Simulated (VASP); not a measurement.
# SnO3 (P4/mmm) in VASP: single point with PBE

Aim: the single point of SnO3 with PBE.

Everything below comes from runs of VASP 6.6.1. Logs are shortened: lines on timing, memory, paths and dates and some standing lists are left out, and cuts for length are marked.

### 1 The cell of the first run

The structure is tetragonal, space group P4/mmm (No. 123). The conventional cell has a = 3.534 Å, b = 3.534 Å, c = 3.226 Å, α = 90.00°, β = 90.00°, γ = 90.00°. Within 3.3 Å of Sn (site symmetry 4/mmm) lie 12 O at 2.39 to 2.50 Å and 2 Sn at 3.23 Å. Within 3.3 Å of O (site symmetry mmm) lie 4 Sn at 2.39 Å and 10 O at 2.39 to 3.23 Å. O (site symmetry 4/mmm) has 10 O at 2.39 to 3.23 Å and 4 Sn at 2.50 Å within 3.3 Å.

The cell was generated, and may not be a known phase.

### 2 Single point, PBE

Input file INCAR:

```
PREC     = Accurate       # precision mode
ENCUT    = 600            # plane-wave cutoff, eV
EDIFF    = 1E-6           # SCF threshold, eV
ISMEAR   = 0              # smearing method
SIGMA    = 0.2            # smearing width, eV
LREAL    = F              # projectors in reciprocal space
LASPH    = T              # aspherical terms in the spheres
NELM     = 120            # most SCF steps
ALGO     = Normal         # electronic algorithm
ISIF     = 2              # what is computed and relaxed
LWAVE    = F              # write WAVECAR
LCHARG   = F              # write CHGCAR
GGA      = PE             # functional
NBANDS   = 24             # bands
GGA_COMPAT= F
```

Input file KPOINTS:

```
regular mesh
0
Gamma
  5 5 5
```

Input file POSCAR:

```
SnO3
1.0
    3.5344750348      0.0000000000      0.0000000000
    0.0000000000      3.5344750348      0.0000000000
    0.0000000000      0.0000000000      3.2259543143
Sn O
1 3
Direct
    0.0000000000      0.0000000000      0.5000000000
    0.0000000000      0.5000000000      0.0000000000
    0.5000000000      0.0000000000      0.0000000000
    0.5000000000      0.5000000000      0.5000000000
```

Potentials or basis: VASP PAW PBE potentials, release 64 (Sn_d, O).

Launch:

```sh
cat potpaw_PBE.64/Sn_d/POTCAR potpaw_PBE.64/O/POTCAR > POTCAR
mpirun -np 1 vasp_std > vasp.out
```

OUTCAR:

```text
PREC = Accurate
   ENCUT = 600
   EDIFF = 1E-6
   ISMEAR = 0
   LREAL = F
   LASPH = T
   NELM = 120
   ISIF = 2
   GGA = PE

 ion  position               nearest neighbor table
   1  0.000  0.000  0.500-   2 2.39   3 2.39   2 2.39   3 2.39   2 2.39   2 2.39   3 2.39   3 2.39
                             4 2.50   4 2.50   4 2.50   4 2.50
   2  0.000  0.500  0.000-   1 2.39   1 2.39   1 2.39   1 2.39
   3  0.500  0.000  0.000-   1 2.39   1 2.39   1 2.39   1 2.39
   4  0.500  0.500  0.500-   1 2.50   1 2.50   1 2.50   1 2.50

  LATTYP: Found a simple tetragonal cell.
 ALAT       =     3.5344750348
 C/A-ratio  =     0.9127110200

  Lattice vectors:

 A1 = (   3.5344750348,   0.0000000000,   0.0000000000)
 A2 = (   0.0000000000,   3.5344750348,   0.0000000000)
 A3 = (   0.0000000000,   0.0000000000,   3.2259543143)

Analysis of symmetry for initial positions (statically):
=====================================================================
 Subroutine PRICEL returns:
 Original cell was already a primitive cell.

 Routine SETGRP: Setting up the symmetry group for a
 simple tetragonal supercell.

 Subroutine GETGRP returns: Found 16 space group operations
 (whereof 16 operations were pure point group operations)
 out of a pool of 16 trial point group operations.

The static configuration has the point symmetry D_4h.

Analysis of symmetry for dynamics (positions and initial velocities):
=====================================================================
 Subroutine PRICEL returns:
 Original cell was already a primitive cell.

 Routine SETGRP: Setting up the symmetry group for a
 simple tetragonal supercell.

 Subroutine GETGRP returns: Found 16 space group operations
 (whereof 16 operations were pure point group operations)
 out of a pool of 16 trial point group operations.

The dynamic configuration has the point symmetry D_4h.

 Subroutine INISYM returns: Found 16 space group operations
 (whereof 16 operations are pure point group operations),
 and found     1 'primitive' translations

----------------------------------------------------------------------------------------

                                     Primitive cell

  volume of cell :      40.3003

  direct lattice vectors                    reciprocal lattice vectors
     3.534475035  0.000000000  0.000000000     0.282927448  0.000000000  0.000000000
     0.000000000  3.534475035  0.000000000     0.000000000  0.282927448  0.000000000
     0.000000000  0.000000000  3.225954314     0.000000000  0.000000000  0.309985791

  length of vectors
     3.534475035  3.534475035  3.225954314     0.282927448  0.282927448  0.309985791

  position of ions in fractional coordinates (direct lattice)
     0.000000000  0.000000000  0.500000000
     0.000000000  0.500000000  0.000000000
     0.500000000  0.000000000  0.000000000
     0.500000000  0.500000000  0.500000000

  ion indices of the primitive-cell ions
   primitive index   ion index
                 1           1
                 2           2
                 3           3
                 4           4

----------------------------------------------------------------------------------------

 KPOINTS: regular mesh

Automatic generation of k-mesh.
 Grid dimensions read from file:
 generate k-points for:    5    5    5

 Generating k-lattice:

  Cartesian coordinates                     Fractional coordinates (reciprocal lattice)
     0.056585490  0.000000000  0.000000000     0.200000000  0.000000000  0.000000000
     0.000000000  0.056585490  0.000000000     0.000000000  0.200000000  0.000000000
     0.000000000  0.000000000  0.061997158     0.000000000  0.000000000  0.200000000

  Length of vectors
     0.056585490  0.056585490  0.061997158

  Shift w.r.t. Gamma in fractional coordinates (k-lattice)
     0.000000000  0.000000000  0.000000000

 Subroutine IBZKPT returns following result:
 ===========================================

 Found     18 irreducible k-points:

 Following reciprocal coordinates:
            Coordinates               Weight
  0.000000  0.000000  0.000000      1.000000
  0.200000  0.000000  0.000000      4.000000
  0.400000  0.000000  0.000000      4.000000
  0.200000  0.200000  0.000000      4.000000
  0.400000  0.200000  0.000000      8.000000
  0.400000  0.400000  0.000000      4.000000
[... 10 lines left out ...]
  0.400000  0.200000  0.400000     16.000000
  0.400000  0.400000  0.400000      8.000000
   k-points           NKPTS =     18   k-points in BZ     NKDIM =     18   number of bands    NBANDS=     24
   number of dos      NEDOS =    301   number of ions     NIONS =      4
   total plane-waves  NPLWV =  21952
   dimension x,y,z NGX =    28 NGY =   28 NGZ =   28
   dimension x,y,z NGXF=    56 NGYF=   56 NGZF=   56
   ions per type =               1   3
   NGX,Y,Z   is equivalent  to a cutoff of  13.17, 13.17, 14.43 a.u.
   NGXF,Y,Z  is equivalent  to a cutoff of  26.34, 26.34, 28.86 a.u.
 SYSTEM =  unknown system
   PREC   = accura    normal or accurate (medium, high low for compatibility)
   ISTART =      0    job   : 0-new  1-cont  2-samecut
   ICHARG =      2    charge: 1-file 2-atom 10-const
   ISPIN  =      1    spin polarized calculation?
   LNONCOLLINEAR =      F non collinear calculations
   LSORBIT =      F    spin-orbit coupling
   LASPH  =      T    aspherical Exc in radial PAW
   ENCUT  =  600.0 eV  44.10 Ry    6.64 a.u.   7.06  7.06  6.44*2*pi/ulx,y,z
   NELM   =    120;   NELMIN=  2; NELMDL= -5     # of ELM steps
   EDIFF  = 0.1E-05   stopping-criterion for ELM
   LREAL  =      F    real-space projection
   EDIFFG = 0.1E-04   stopping-criterion for IOM
   NSW    =      0    number of steps for IOM
   IBRION =     -1    ionic relax: 0-MD 1-quasi-New 2-CG
   NFREE  =      0    steps in history (QN), initial steepest desc. (CG)
   ISIF   =      2    stress and relaxation
   ISYM   =      2    0-nonsym 1-usesym 2-fastsym
   POTIM  = 0.5000    time-step for ionic-motion
   TEBEG  =    0.0;   TEEND  =   0.0 temperature during run
   PSTRESS=    0.0 pullay stress
   NELECT =      32.0000    total number of electrons
   NUPDOWN=      -1.0000    fix difference up-down
   EMIN   =  10.00;   EMAX   =-10.00  energy-range for DOS
   EFERMI =   0.00;   METHOD = LEGACY
   ISMEAR =     0;   SIGMA  =   0.20  broadening in eV -4-tet -1-fermi 0-gaus
   EFERMI_NEDOS =   21; number of points for ismear=-14 and -15
   IALGO  =     38    algorithm
   IMIX   =      4    mixing-type and parameters
     AMIX     =   0.40;   BMIX     =  1.00
     AMIX_MAG =   1.60;   BMIX_MAG =  1.00
  volume/ion in A,a.u.               =      10.08        67.99
  Fermi-wavevector in a.u.,A,eV,Ry     =   1.515964  2.864756 31.268175  2.298146
  Thomas-Fermi vector in A             =   2.625417
   LORBIT       =      0    0 simple, 1 ext, 2 COOP (PROOUT), +10 PAW based schemes
   GGA     = PE    functional components
   LHFCALC =     F    Hartree Fock is set to
   AEXX    =    0.0000 exact exchange contribution
   IVDW    =     0    specifies the selected vdW correction
   LEPSILON=     F    determine dielectric tensor
   LRPA    =     F    only Hartree local field effects (RPA)
 non-spin polarized calculation
 Gauss-broadening in eV      SIGMA  =   0.20
  energy-cutoff  :      600.00
  volume of cell :       40.30
 maximum number of plane-waves:      1356
   NGX = 15   NGY = 15   NGZ = 13

 number of electron      32.0000012 magnetization

 Free energy of the ion-electron system (eV)
  ---------------------------------------------------
  ext. energy  EPLUGINS =         0.00000000
  ---------------------------------------------------
  free energy    TOTEN  =       -17.58499877 eV

  energy without entropy =      -17.46784812  energy(sigma->0) =      -17.52642344

 E-fermi :   7.3151     XC(G=0): -12.2490

 val. band max:        7.2821405152   @ k =   0.2000   0.0000   0.0000
 cond. band min:       7.3344157496   @ k =   0.4000   0.2000   0.0000
 fundamental gap:      0.0522752344
 Fermi energy:         7.3150853139

 k-point     1 :       0.0000    0.0000    0.0000
  band No.  band energies     occupation
      1     -14.4230      2.00000
      2     -14.3964      2.00000
      3     -14.1548      2.00000
      4     -14.1548      2.00000
      5     -14.1503      2.00000
      6     -12.7138      2.00000
[... 16 lines left out ...]
     23      18.9358      0.00000
     24      21.9924      0.00000

 k-point     2 :       0.2000    0.0000    0.0000
  band No.  band energies     occupation
      1     -14.4058      2.00000
      2     -14.3601      2.00000
      3     -14.1719      2.00000
      4     -14.1659      2.00000
      5     -14.1540      2.00000
      6     -12.4257      2.00000
[... 16 lines left out ...]
     23      21.0783      0.00000
     24      22.6696      0.00000

 k-point     3 :       0.4000    0.0000    0.0000
  band No.  band energies     occupation
      1     -14.3779      2.00000
      2     -14.3044      2.00000
      3     -14.1995      2.00000
      4     -14.1910      2.00000
      5     -14.1528      2.00000
      6     -11.6602      2.00000
[... 16 lines left out ...]
     23      23.3631      0.00000
     24      24.3613      0.00000
[... 352 lines left out ...]
 k-point    17 :       0.4000    0.2000    0.4000
  band No.  band energies     occupation
      1     -14.4590      2.00000
      2     -14.3288      2.00000
      3     -14.2318      2.00000
      4     -14.2009      2.00000
      5     -14.1408      2.00000
      6     -10.3241      2.00000
[... 16 lines left out ...]
     23      24.4646      0.00000
     24      25.2551      0.00000

 k-point    18 :       0.4000    0.4000    0.4000
  band No.  band energies     occupation
      1     -14.4521      2.00000
      2     -14.4454      2.00000
      3     -14.3055      2.00000
      4     -14.1409      2.00000
      5     -14.1338      2.00000
      6      -9.8431      2.00000
[... 16 lines left out ...]
     23      23.7446      0.00000
     24      23.7954      0.00000

------------------------ aborting loop because EDIFF is reached ----------------------------------------

  FORCE on cell =-STRESS in cart. coord.  units (eV):
  Direction    XX          YY          ZZ          XY          YZ          ZX
  --------------------------------------------------------------------------------------
  -------------------------------------------------------------------------------------
  Total       -0.1972310     -0.1972310     -0.2085626      0.0000000     -0.0000000      0.0000000
  in kB       -7.8411122     -7.8411122     -8.2916138      0.0000000     -0.0000000      0.0000000
  external PRESSURE =      -7.9912794 kB  Pullay stress =       0.0000000 kB

 VOLUME and BASIS-vectors are now :
 -----------------------------------------------------------------------------
  energy-cutoff  :      600.00
  volume of cell :       40.30
      direct lattice vectors                 reciprocal lattice vectors
     3.534475035  0.000000000  0.000000000     0.282927448  0.000000000  0.000000000
     0.000000000  3.534475035  0.000000000     0.000000000  0.282927448  0.000000000
     0.000000000  0.000000000  3.225954314     0.000000000  0.000000000  0.309985791

 POSITION                                       TOTAL-FORCE (eV/Angst)
 -----------------------------------------------------------------------------------
      0.00000      0.00000      1.61298         0.000000      0.000000      0.000000
      0.00000      1.76724      0.00000         0.000000      0.000000      0.000000
      1.76724      0.00000      0.00000         0.000000      0.000000      0.000000
      1.76724      1.76724      1.61298         0.000000      0.000000      0.000000
 -----------------------------------------------------------------------------------
    total drift:                               -0.000000      0.000000     -0.000000

  FREE ENERGIE OF THE ION-ELECTRON SYSTEM (eV)
  ---------------------------------------------------
  free  energy   TOTEN  =       -17.5849987682 eV

  energy  without entropy=      -17.4678481201  energy(sigma->0) =      -17.52642344
```

It took 20 s on 1 thread of Intel Xeon Platinum 8375C at 2.90GHz (Ice Lake), shared host; peak memory 0.16 GiB.

Results:

```
Free energy            : -17.5850 eV
Pressure               : -0.8 GPa
Band gap on the k mesh : zero (bands 16 and 17 overlap by 0.60 eV)
```

Caveat: the k points lie up to 0.39 Å⁻¹ apart, too coarse for converged energies and pressures of a metal; semilocal functionals underestimate gaps, and a narrow one can read as zero; spin-orbit coupling is left out, which moves the levels of the heavy elements.

The gap in the log of VASP goes by the Fermi energy; the results here count the filled bands.